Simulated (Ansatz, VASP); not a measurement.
**Two plane-wave programs on Pd**

Contents of INCAR:

```
SYSTEM = Pd
PREC     = Accurate       ! precision mode
ENCUT    = 520            ! plane-wave cutoff, eV
EDIFF    = 1E-6           ! SCF threshold, eV
ISMEAR   = -1             ! smearing method
SIGMA    = 0.0202         ! smearing width, eV
LREAL    = .False.        ! projectors in reciprocal space
LASPH    = .True.         ! aspherical terms in the spheres
NELM     = 150            ! most SCF steps
ALGO     = Normal         ! electronic algorithm
ISIF     = 2              ! what is computed and relaxed
LWAVE    = .False.        ! write WAVECAR
LCHARG   = .False.        ! write CHGCAR
MAGMOM   = 0 0 1 0 0 1    ! initial moments
LORBIT   = 11             ! projections on sites
LSORBIT  = .True.         ! spin-orbit coupling
GGA_COMPAT= .False.      
LORBMOM  = .True.       
LMAXMIX  = 4              ! l up to which the mixer works
GGA      = PE             ! functional
NBANDS   = 32             ! bands
```

KPOINTS

```
Automatic mesh
0
Gamma
  9 9 5
  0 0 0
```

POSCAR

```
Pd
1.0
    1.3896490000      2.4069390000      0.0000000000
   -1.3896490000      2.4069390000      0.0000000000
    0.0000000000      0.0000000000      4.4199400000
Pd
2
Direct
    0.3333000000      0.3334000000      0.2500000000
    0.6666000000      0.6667000000      0.7500000000
```

Input for Ansatz:

```yaml
crystal:
  lattice:
    - [1.389649, 2.406939, 0.0]
    - [-1.389649, 2.406939, 0.0]
    - [0.0, 0.0, 4.41994]
  atoms:
    - { symbol: Pd, position: [0.3333, 0.3334, 0.25], spin: 1, spin_axis: [0.0, 0.0, 1.0] }
    - { symbol: Pd, position: [0.6666, 0.6667, 0.75], spin: 1, spin_axis: [0.0, 0.0, 1.0] }
kpoints:
  mp_grid: { grid: [9, 9, 5], shift: [0, 0, 0] }
  band_path:
    path:
      - [0.0, 0.0, 0.0]
      - [0.4999999, -3.8e-07, 0.0]
      - [0.66666629, 0.33333276, 0.0]
      - [0.0, 0.0, 0.0]
      - [0.0, 0.0, 0.5]
      - [0.4999999, -3.8e-07, 0.5]
      - [0.66666629, 0.33333276, 0.5]
      - [0.0, 0.0, 0.5]
      - [0.4999999, -3.8e-07, 0.5]
      - [0.4999999, -3.8e-07, 0.0]
      - [0.66666629, 0.33333276, 0.5]
    npoints: 6
magnetization:
  noncollinear: true
  spin_orbit: true
scf:
  occupations: { method: fermi_dirac, width: 0.0202 }
  lower_state_search: "off"
  max_iter: 200
hamiltonian:
  pseudopotentials: { kind: paw_fr }
  xc: pbe
basis:
  ecutwfc: 420
  fft_grid_basis: typed
output:
  forces: true
  stress: true
  eigenvalues: true
  bader: true
  populations: true
  elf: true
  write_potential: true
  volumetric_format: npy
  dos:
    e_range: [-12, 8]
    de: 0.05
    projected: { site_lists: { Pd: [Pd] } }
    method: { smearing: { sigma: 0.1, scheme: gaussian } }
checkpoint:
  read: saved_state
```

Alike in both runs: task single point; functional PBE; k mesh 9 × 9 × 5; occupations fermi-dirac, width 0.0202 eV; non-collinear spin, spin-orbit coupling.

|  | VASP | Ansatz |
| --- | --- | --- |
| version | VASP 6.6.1 | Ansatz 0.2.0 |
| potentials or method | VASP PAW PBE potentials, release 64 (Pd), cutoff 520 eV | PAW plane waves |
| valence electrons in the cell | 20 | 36 |

|  | VASP | Ansatz | Ansatz less VASP |
| --- | --- | --- | --- |
| pressure (GPa) | 7.9 | 8.2 | +0.33 |
| traceless stress, the component that is largest in VASP (GPa) | 3.82 | 3.89 | +0.067 |
| net moment per atom (μB) | 0.44 | 0.45 | +0.002 |

VASP's potentials hold 20 valence electrons a cell and Ansatz's 36, so a difference there can come from the potentials and not from the codes. Ansatz's warnings: stress scf threshold loose.
